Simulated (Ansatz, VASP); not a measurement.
**Two plane-wave programs on Ti4C**

```
CELL_PARAMETERS angstrom
4.36990 0.00000 0.00000
0.00000 4.36990 0.00000
0.00000 0.00000 4.36990
ATOMIC_POSITIONS crystal
Ti 0.25671 0.25671 0.25671
Ti 0.74329 0.74329 0.25671
Ti 0.25671 0.74329 0.74329
Ti 0.74329 0.25671 0.74329
C 0.00000 0.00000 0.00000
```

Change from the starting cell: species swapped into the SnI4 type (P-43m, No. 215).

Alike in both runs: functional PBE; k mesh 8 × 8 × 8; occupations gaussian, width 0.1 eV; no spin polarisation.

Ansatz relaxed the structure, and its values are those at the end. VASP's run is a single point on that final structure, the one shown.

```csv
,VASP,Ansatz
version,VASP 6.6.1,Ansatz 0.2.0
potentials or method,"VASP PAW PBE potentials, release 64 (Ti_sv, C), cutoff 520 eV","scalar-relativistic, plane waves, PAW"
valence electrons in the cell,52,52
```

|  | VASP | Ansatz | Ansatz less VASP |
| --- | --- | --- | --- |
| gap on the k mesh at the Fermi level (eV) | none | none | - |
| pressure (GPa) | 0.0 | 0.0 | +0.02 |
| rms of the force components (eV/Å) | 0.018 | 0.000 | -0.0173 |

A gap of «none» marks a metal or a gap that the smearing closes.
